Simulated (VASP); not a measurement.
# LiSnF3 in VASP: further runs

Runs on LiSnF3. Level: PBE. Tasks: single point, relaxation of cell and atoms.

Everything below comes from runs of VASP 6.6.1. Logs are shortened: lines on timing, memory, paths and dates and some standing lists are left out, and cuts for length are marked.

## (1) The cell of the first run

The typed cell holds 5 atoms: a = 4.672 Å, b = 4.672 Å, c = 4.682 Å, α = 90.00°, β = 90.00°, γ = 90.00°.

## (2) Single point, PBE

Input file INCAR:

```
SYSTEM = LiSnF3
ALGO = Normal
EDIFF = 1E-7
ENCUT = 520
GGA = PE
ISIF = 2
ISMEAR = 0
LASPH = .TRUE.
LCHARG = .FALSE.
LREAL = .FALSE.
LWAVE = .FALSE.
NBANDS = 27
NELM = 100
PREC = Accurate
SIGMA = 0.1
```

Input file KPOINTS:

```
k-points
0
G
  4 4 4
  0 0 0
```

Input file POSCAR:

```
LiSnF3
1.0
    4.6717492027      0.0000000000      0.0000000000
    0.0000000000      4.6717492027      0.0000000000
    0.0000000000      0.0000000000      4.6815384407
Li Sn F
1 1 3
Direct
    0.5000000000      0.5000000000      0.5000000000
    0.0000000000      0.0000000000      0.0000000000
    0.0000000000      0.0000000000      0.5000000000
    0.0000000000      0.5000000000      0.0000000000
    0.5000000000      0.0000000000      0.0000000000
```

Potentials or basis: VASP PAW PBE potentials, release 64 (Li_sv, Sn_d, F).

Command:

```
$ cat potpaw_PBE.64/Li_sv/POTCAR potpaw_PBE.64/Sn_d/POTCAR potpaw_PBE.64/F/POTCAR > POTCAR
$ mpirun -np 1 vasp_std > vasp.out
```

OUTCAR:

```text
SYSTEM = LiSnF3
   EDIFF = 1E-7
   ENCUT = 520
   GGA = PE
   ISIF = 2
   ISMEAR = 0
   LASPH = .TRUE.
   LREAL = .FALSE.
   NELM = 100
   PREC = Accurate

 ion  position               nearest neighbor table
   1  0.500  0.500  0.500-
   2  0.000  0.000  0.000-   4 2.34   5 2.34   4 2.34   5 2.34   3 2.34   3 2.34
   3  0.000  0.000  0.500-   2 2.34   2 2.34
   4  0.000  0.500  0.000-   2 2.34   2 2.34
   5  0.500  0.000  0.000-   2 2.34   2 2.34

  LATTYP: Found a simple tetragonal cell.
 ALAT       =     4.6717492027
 C/A-ratio  =     1.0020954117

  Lattice vectors:

 A1 = (   4.6717492027,   0.0000000000,   0.0000000000)
 A2 = (   0.0000000000,   4.6717492027,   0.0000000000)
 A3 = (   0.0000000000,   0.0000000000,   4.6815384407)

Analysis of symmetry for initial positions (statically):
=====================================================================
 Subroutine PRICEL returns:
 Original cell was already a primitive cell.

 Routine SETGRP: Setting up the symmetry group for a
 simple tetragonal supercell.

 Subroutine GETGRP returns: Found 16 space group operations
 (whereof 16 operations were pure point group operations)
 out of a pool of 16 trial point group operations.

The static configuration has the point symmetry D_4h.

Analysis of symmetry for dynamics (positions and initial velocities):
=====================================================================
 Subroutine PRICEL returns:
 Original cell was already a primitive cell.

 Routine SETGRP: Setting up the symmetry group for a
 simple tetragonal supercell.

 Subroutine GETGRP returns: Found 16 space group operations
 (whereof 16 operations were pure point group operations)
 out of a pool of 16 trial point group operations.

The dynamic configuration has the point symmetry D_4h.

 Subroutine INISYM returns: Found 16 space group operations
 (whereof 16 operations are pure point group operations),
 and found     1 'primitive' translations

----------------------------------------------------------------------------------------

                                     Primitive cell

  volume of cell :     102.1757

[... 82 lines left out ...]
   LNONCOLLINEAR =      F non collinear calculations
   LSORBIT =      F    spin-orbit coupling
   LASPH  =      T    aspherical Exc in radial PAW
   ENCUT  =  520.0 eV  38.22 Ry    6.18 a.u.   8.69  8.69  8.70*2*pi/ulx,y,z
   NELM   =    100;   NELMIN=  2; NELMDL= -5     # of ELM steps
   EDIFF  = 0.1E-06   stopping-criterion for ELM
   LREAL  =      F    real-space projection
   EDIFFG = 0.1E-05   stopping-criterion for IOM
   NSW    =      0    number of steps for IOM
   IBRION =     -1    ionic relax: 0-MD 1-quasi-New 2-CG
   NFREE  =      0    steps in history (QN), initial steepest desc. (CG)
   ISIF   =      2    stress and relaxation
   ISYM   =      2    0-nonsym 1-usesym 2-fastsym
   POTIM  = 0.5000    time-step for ionic-motion
   TEBEG  =    0.0;   TEEND  =   0.0 temperature during run
   PSTRESS=    0.0 pullay stress
   NELECT =      38.0000    total number of electrons
   NUPDOWN=      -1.0000    fix difference up-down
   EMIN   =  10.00;   EMAX   =-10.00  energy-range for DOS
   EFERMI =   0.00;   METHOD = LEGACY
   ISMEAR =     0;   SIGMA  =   0.10  broadening in eV -4-tet -1-fermi 0-gaus
   EFERMI_NEDOS =   21; number of points for ismear=-14 and -15
   IALGO  =     38    algorithm
   IMIX   =      4    mixing-type and parameters
     AMIX     =   0.40;   BMIX     =  1.00
     AMIX_MAG =   1.60;   BMIX_MAG =  1.00
  volume/ion in A,a.u.               =      20.44       137.90
  Fermi-wavevector in a.u.,A,eV,Ry     =   1.177299  2.224773 18.858127  1.386033
  Thomas-Fermi vector in A             =   2.313648
   LORBIT       =      0    0 simple, 1 ext, 2 COOP (PROOUT), +10 PAW based schemes
   GGA     = PE    functional components
   LHFCALC =     F    Hartree Fock is set to
   AEXX    =    0.0000 exact exchange contribution
   IVDW    =     0    specifies the selected vdW correction
   LEPSILON=     F    determine dielectric tensor
   LRPA    =     F    only Hartree local field effects (RPA)
 non-spin polarized calculation
 Gauss-broadening in eV      SIGMA  =   0.10
  energy-cutoff  :      520.00
  volume of cell :      102.18
 maximum number of plane-waves:      2800
 NGX is ok and might be reduce to    36
   NGX = 17   NGY = 17   NGZ = 17

 number of electron      37.9999978 magnetization

 Free energy of the ion-electron system (eV)
  ---------------------------------------------------
  ext. energy  EPLUGINS =         0.00000000
  ---------------------------------------------------
  free energy    TOTEN  =       -21.55252050 eV

  energy without entropy =      -21.55252050  energy(sigma->0) =      -21.55252050

 E-fermi :   3.3353     XC(G=0):  -7.4354

 val. band max:        2.8464188011   @ k =   0.5000   0.5000   0.5000
 cond. band min:       3.7657853938   @ k =   0.0000   0.0000   0.0000
 fundamental gap:      0.9193665927
 Fermi energy:         3.3353384704

 k-point     1 :       0.0000    0.0000    0.0000
  band No.  band energies     occupation
      1     -47.5013      2.00000
      2     -21.4154      2.00000
      3     -21.4055      2.00000
      4     -21.3877      2.00000
      5     -19.1396      2.00000
      6     -19.1396      2.00000
[... 529 lines left out ...]
     26       6.6405      0.00000
     27      13.8578      0.00000

------------------------ aborting loop because EDIFF is reached ----------------------------------------

  FORCE on cell =-STRESS in cart. coord.  units (eV):
  Direction    XX          YY          ZZ          XY          YZ          ZX
  --------------------------------------------------------------------------------------
  -------------------------------------------------------------------------------------
  Total        0.0034447      0.0034447     -0.0887143      0.0000000      0.0000000      0.0000000
  in kB        0.0540147      0.0540147     -1.3910938      0.0000000      0.0000000      0.0000000
  external PRESSURE =      -0.4276881 kB  Pullay stress =       0.0000000 kB

 VOLUME and BASIS-vectors are now :
 -----------------------------------------------------------------------------
  energy-cutoff  :      520.00
  volume of cell :      102.18
      direct lattice vectors                 reciprocal lattice vectors
     4.671749203  0.000000000  0.000000000     0.214052586  0.000000000  0.000000000
     0.000000000  4.671749203  0.000000000     0.000000000  0.214052586  0.000000000
     0.000000000  0.000000000  4.681538441     0.000000000  0.000000000  0.213604996

 POSITION                                       TOTAL-FORCE (eV/Angst)
 -----------------------------------------------------------------------------------
      2.33587      2.33587      2.34077         0.000000      0.000000      0.000000
      0.00000      0.00000      0.00000         0.000000      0.000000      0.000000
      0.00000      0.00000      2.34077         0.000000      0.000000      0.000000
      0.00000      2.33587      0.00000         0.000000      0.000000      0.000000
      2.33587      0.00000      0.00000         0.000000      0.000000      0.000000
 -----------------------------------------------------------------------------------
    total drift:                                0.000000      0.000000     -0.000000

  FREE ENERGIE OF THE ION-ELECTRON SYSTEM (eV)
  ---------------------------------------------------
  free  energy   TOTEN  =       -21.5525205036 eV

  energy  without entropy=      -21.5525205036  energy(sigma->0) =      -21.55252050
```

stdout:

```text
POSCAR found type information on POSCAR LiSnF
 POSCAR found :  3 types and       5 ions
 scaLAPACK will be used
 LDA part: xc-table for (Slater+PW92), standard interpolation
 POSCAR, INCAR and KPOINTS ok, starting setup
 FFT: planning ... GRIDC
 FFT: planning ... GRID_SOFT
 FFT: planning ... GRID
 WAVECAR not read
 entering main loop
```

Run time: 50 s. Hardware: 1 thread of Intel Xeon 6975P-C, shared host; peak memory 0.22 GiB.

Results:

- Free energy: -21.5525 eV
- Band gap on the k mesh: 0.92 eV, indirect (least direct gap 1.94 eV)

Caveat: the cutoff is under 1.25 times the usual one of these potentials, so pressure, stress and relaxed cells hold a basis-set (Pulay) error; spin-orbit coupling is left out, which moves the levels of the heavy elements.

## (3) Single point, PBE

Input file INCAR:

```
SYSTEM = LiSnF3
  ALGO = Normal
  EDIFF = 1E-7
  ENCUT = 520
  GGA = PE
  ISIF = 2
  ISMEAR = 0
  LASPH = .True.
  LCHARG = .False.
  LREAL = .False.
  LWAVE = .False.
  NBANDS = 27
  NELM = 100
  PREC = Accurate
  SIGMA = 0.02
```

Input file KPOINTS:

```
k-points
0
Gamma
  6 6 6
  0 0 0
```

POSCAR, as its differences from that of step 2:

```diff
@@ -2,5 +2,5 @@
 1.0
-    4.6717492027      0.0000000000      0.0000000000
-    0.0000000000      4.6717492027      0.0000000000
-    0.0000000000      0.0000000000      4.6815384407
+    4.6750122820      0.0000000000      0.0000000000
+    0.0000000000      4.6750122820      0.0000000000
+    0.0000000000      0.0000000000      4.6750122820
 Li Sn F
```

Potentials or basis: VASP PAW PBE potentials, release 64 (Li_sv, Sn_d, F).

Command:

```
$ cat potpaw_PBE.64/Li_sv/POTCAR potpaw_PBE.64/Sn_d/POTCAR potpaw_PBE.64/F/POTCAR > POTCAR
$ mpirun -np 1 vasp_std > vasp.out
```

OUTCAR:

```text
SYSTEM = LiSnF3
   EDIFF = 1E-7
   ENCUT = 520
   GGA = PE
   ISIF = 2
   ISMEAR = 0
   LASPH = .True.
   LREAL = .False.
   NELM = 100
   PREC = Accurate

 ion  position               nearest neighbor table
   1  0.500  0.500  0.500-
   2  0.000  0.000  0.000-   3 2.34   4 2.34   5 2.34   3 2.34   4 2.34   5 2.34
   3  0.000  0.000  0.500-   2 2.34   2 2.34
   4  0.000  0.500  0.000-   2 2.34   2 2.34
   5  0.500  0.000  0.000-   2 2.34   2 2.34

  LATTYP: Found a simple cubic cell.
 ALAT       =     4.6750122820

  Lattice vectors:

 A1 = (   4.6750122820,   0.0000000000,   0.0000000000)
 A2 = (   0.0000000000,   4.6750122820,   0.0000000000)
 A3 = (   0.0000000000,   0.0000000000,   4.6750122820)

Analysis of symmetry for initial positions (statically):
=====================================================================
 Subroutine PRICEL returns:
 Original cell was already a primitive cell.

[... 167 lines left out ...]
  free energy    TOTEN  =       -21.57026745 eV

  energy without entropy =      -21.57026745  energy(sigma->0) =      -21.57026745

 E-fermi :   2.9903     XC(G=0):  -7.4375

 val. band max:        2.8365791635   @ k =   0.5000   0.5000   0.5000
 cond. band min:       3.7648676340   @ k =   0.0000   0.0000   0.0000
 fundamental gap:      0.9282884705
 Fermi energy:         2.9903355409

 k-point     1 :       0.0000    0.0000    0.0000
  band No.  band energies     occupation
      1     -47.4963      2.00000
      2     -21.4215      2.00000
      3     -21.4085      2.00000
      4     -21.4085      2.00000
      5     -19.1460      2.00000
      6     -19.1460      2.00000
[... 589 lines left out ...]
     26       6.6346      0.00000
     27      13.8561      0.00000

------------------------ aborting loop because EDIFF is reached ----------------------------------------

  FORCE on cell =-STRESS in cart. coord.  units (eV):
  Direction    XX          YY          ZZ          XY          YZ          ZX
  --------------------------------------------------------------------------------------
  -------------------------------------------------------------------------------------
  Total       -0.1038469     -0.1038469     -0.1038469     -0.0000000      0.0000000      0.0000000
  in kB       -1.6283800     -1.6283800     -1.6283800     -0.0000000      0.0000000      0.0000000
  external PRESSURE =      -1.6283800 kB  Pullay stress =       0.0000000 kB

 VOLUME and BASIS-vectors are now :
 -----------------------------------------------------------------------------
  energy-cutoff  :      520.00
  volume of cell :      102.18
      direct lattice vectors                 reciprocal lattice vectors
     4.675012282  0.000000000  0.000000000     0.213903181  0.000000000  0.000000000
     0.000000000  4.675012282  0.000000000     0.000000000  0.213903181  0.000000000
     0.000000000  0.000000000  4.675012282     0.000000000  0.000000000  0.213903181

 POSITION                                       TOTAL-FORCE (eV/Angst)
 -----------------------------------------------------------------------------------
      2.33751      2.33751      2.33751         0.000000      0.000000      0.000000
      0.00000      0.00000      0.00000         0.000000      0.000000      0.000000
      0.00000      0.00000      2.33751         0.000000      0.000000      0.000000
      0.00000      2.33751      0.00000         0.000000      0.000000      0.000000
      2.33751      0.00000      0.00000         0.000000      0.000000      0.000000
 -----------------------------------------------------------------------------------
    total drift:                                0.000000      0.000000     -0.000000

  FREE ENERGIE OF THE ION-ELECTRON SYSTEM (eV)
  ---------------------------------------------------
  free  energy   TOTEN  =       -21.5702674516 eV

  energy  without entropy=      -21.5702674516  energy(sigma->0) =      -21.57026745
```

OSZICAR:

```text
N       E                     dE             d eps       ncg     rms          rms(c)
DAV:   1     0.409817068538E+03    0.40982E+03   -0.18763E+04  1122   0.164E+03
DAV:   2     0.358699953257E+02   -0.37395E+03   -0.35546E+03  1214   0.461E+02
DAV:   3    -0.205945218908E+02   -0.56465E+02   -0.55920E+02  1190   0.164E+02
DAV:   4    -0.243965660573E+02   -0.38020E+01   -0.37796E+01  1779   0.373E+01
DAV:   5    -0.245344088827E+02   -0.13784E+00   -0.13775E+00  1411   0.534E+00    0.986E+00
DAV:   6    -0.216718786711E+02    0.28625E+01   -0.10872E+01  1370   0.238E+01    0.387E+00
DAV:   7    -0.216062144552E+02    0.65664E-01   -0.51046E-01  1520   0.460E+00    0.192E+00
DAV:   8    -0.215659413597E+02    0.40273E-01   -0.10611E-01  1162   0.310E+00    0.330E-01
DAV:   9    -0.215683991376E+02   -0.24578E-02   -0.16262E-02  1809   0.796E-01    0.207E-01
DAV:  10    -0.215701624490E+02   -0.17633E-02   -0.32820E-03  1251   0.493E-01    0.420E-02
DAV:  11    -0.215702361097E+02   -0.73661E-04   -0.25841E-04  1440   0.107E-01    0.206E-02
DAV:  12    -0.215702662885E+02   -0.30179E-04   -0.39556E-05  1453   0.578E-02    0.334E-03
DAV:  13    -0.215702670582E+02   -0.76975E-06   -0.25286E-06  1528   0.152E-02    0.172E-03
DAV:  14    -0.215702672552E+02   -0.19696E-06   -0.45021E-07  1165   0.807E-03    0.443E-04
DAV:  15    -0.215702674226E+02   -0.16740E-06   -0.38520E-08  1030   0.224E-03    0.139E-04
DAV:  16    -0.215702674516E+02   -0.29065E-07   -0.10504E-08   618   0.129E-03
   1 F= -.21570267E+02 E0= -.21570267E+02  d E =-.112224E-29
```

stdout:

```text
POSCAR found type information on POSCAR LiSnF
 POSCAR found :  3 types and       5 ions
 scaLAPACK will be used
 LDA part: xc-table for (Slater+PW92), standard interpolation
 POSCAR, INCAR and KPOINTS ok, starting setup
 FFT: planning ... GRIDC
 FFT: planning ... GRID_SOFT
 FFT: planning ... GRID
 WAVECAR not read
 entering main loop
```

Run time: 61 s. Hardware: 1 thread of Intel Xeon 6975P-C, shared host; peak memory 0.22 GiB.

What came out:

```
Free energy            : -21.5703 eV
Band gap on the k mesh : 0.93 eV, indirect (least direct gap 1.96 eV)
```

Caveat: the cutoff is under 1.25 times the usual one of these potentials, so pressure, stress and relaxed cells hold a basis-set (Pulay) error; spin-orbit coupling is left out, which moves the levels of the heavy elements. Expect the measured gap to be larger: semilocal functionals such as PBE lack the derivative discontinuity.

## (4) Relaxation of cell and atoms, PBE

Input file INCAR:

```
SYSTEM = LiSnF3
PREC = Accurate
ENCUT = 600
EDIFF = 1E-6
ISMEAR = 0
SIGMA = 0.02
LREAL = .FALSE.
LASPH = .TRUE.
NELM = 80
ALGO = Normal
ISIF = 3
LWAVE = .FALSE.
LCHARG = .FALSE.
GGA = PE
IBRION = 2
NSW = 100
EDIFFG = -0.01
```

Input file KPOINTS:

```
regular mesh
0
G
  6 6 6
  0 0 0
```

POSCAR is that of step 3.

Command:

```
$ cat potpaw_PBE.64/Li_sv/POTCAR potpaw_PBE.64/Sn_d/POTCAR potpaw_PBE.64/F/POTCAR > POTCAR
$ mpirun -np 1 vasp_std > vasp.out
```

Run time: 100 s. Hardware: 1 thread of Intel Xeon 6975P-C, shared host; peak memory 0.28 GiB.

Results (log left out):

```
Free energy                            : -21.5756 eV
Relaxed volume                         : 20.36 Å³/atom
Relaxed cell                           : a = 4.669 Å, b = 4.669 Å, c = 4.669 Å, α = 90.00°, β = 90.00°, γ = 90.00°
Space group after relaxing (to 0.05 Å) : Pm-3m (No. 221)
Energy gained by relaxing              : 0.1 meV/atom
Ionic steps                            : 2
Pressure after relaxing                : -0.1 GPa
Band gap on the k mesh                 : 0.90 eV, indirect (least direct gap 1.94 eV)
```

Step by step:
```tsv
step	energy change (eV)	largest force (eV/Å)	pressure (GPa)	volume (Å³)
1	0.0000	0.0000	-0.20	102.18
2	-0.0003	0.0000	-0.05	101.80
```

Final structure:
```
Li Sn F
1.0
     4.66925    0.00000    0.00000
     0.00000    4.66925    0.00000
     0.00000    0.00000    4.66925
Li Sn F
1 1 3
Cartesian
  2.3346 2.3346 2.3346
  0.0000 0.0000 0.0000
  0.0000 0.0000 2.3346
  0.0000 2.3346 0.0000
  2.3346 0.0000 0.0000
```

Levels at points of the mesh, in eV from the valence-band top:
| k point | band 15 | band 16 | band 17 | band 18 | band 19 | band 20 | band 21 | band 22 | band 23 |
| --- | --- | --- | --- | --- | --- | --- | --- | --- | --- |
| (0.00, 0.00, 0.00) | -5.34 | -5.34 | -5.29 | -5.29 | -5.29 | 0.90 | 4.26 | 4.26 | 4.26 |
| (0.50, 0.00, 0.00) | -5.42 | -5.36 | -5.30 | -5.30 | -2.64 | 0.95 | 2.90 | 4.67 | 4.87 |
| (0.50, 0.50, 0.00) | -5.62 | -5.40 | -5.40 | -4.98 | -1.21 | 1.56 | 1.56 | 2.43 | 4.67 |
| (0.50, 0.50, 0.50) | -5.63 | -4.97 | -4.97 | -4.97 | 0.00 | 1.94 | 1.94 | 1.94 | 2.60 |

Caveat: the cutoff is under 1.25 times the usual one of these potentials, so pressure, stress and relaxed cells hold a basis-set (Pulay) error; spin-orbit coupling is left out, which moves the levels of the heavy elements.

## (5) Summary

| task | cell | k mesh | cutoff (eV) | smearing | gap on the mesh (eV) |
| --- | --- | --- | --- | --- | --- |
| single point | a = 4.672, b = 4.672, c = 4.682 Å, 5 atoms | 4 × 4 × 4 | 520 | gaussian 0.1 eV | 0.92 |
| single point | a = 4.675 Å, 5 atoms | 6 × 6 × 6 | 520 | gaussian 0.02 eV | 0.93 |
| relaxation of cell and atoms | relaxed from a = 4.675 Å, 5 atoms | 6 × 6 × 6 | 600 | gaussian 0.02 eV | 0.90 |

Alike in all rows: level PBE; potentials or basis VASP PAW PBE potentials, release 64 (Li_sv, Sn_d, F); no spin polarisation.

Caveats: the cutoff is under 1.25 times the usual one of these potentials, so pressure, stress and relaxed cells hold a basis-set (Pulay) error; spin-orbit coupling is left out, which moves the levels of the heavy elements.

Absolute energies hang on the potentials; compare differences alone.
